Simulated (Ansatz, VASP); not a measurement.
ZnCu in VASP and in Ansatz

```
CELL_PARAMETERS angstrom
2.94500 0.00000 0.00000
0.00000 2.94500 0.00000
0.00000 0.00000 2.94500
ATOMIC_POSITIONS crystal
Zn 0.50000 0.50000 0.50000
Cu 0.00000 0.00000 0.00000
```

Alike in both runs: task single point; functional r2SCAN; k mesh 16 × 16 × 16; occupations gaussian, width 0.15 eV; no spin polarisation.

```csv
,VASP,Ansatz
version,VASP 6.6.1,Ansatz 0.2.0
potentials or method,"VASP PAW PBE potentials, release 64 (Zn, Cu), cutoff 520 eV","scalar-relativistic, plane waves, PAW"
valence electrons in the cell,23,31
```

VASP gave:

```
gap on the k mesh at the Fermi level (eV) : none
pressure (GPa)                            : -2.7
```

Q: Which values does Ansatz return?

A: gap on the k mesh at the Fermi level (eV): none; pressure (GPa): -3.4.

VASP's potentials were made for PBE, not for r2SCAN. A gap of «none» marks a metal or a gap that the smearing closes. VASP's potentials hold 23 valence electrons a cell and Ansatz's 31, so a difference there can come from the potentials and not from the codes.
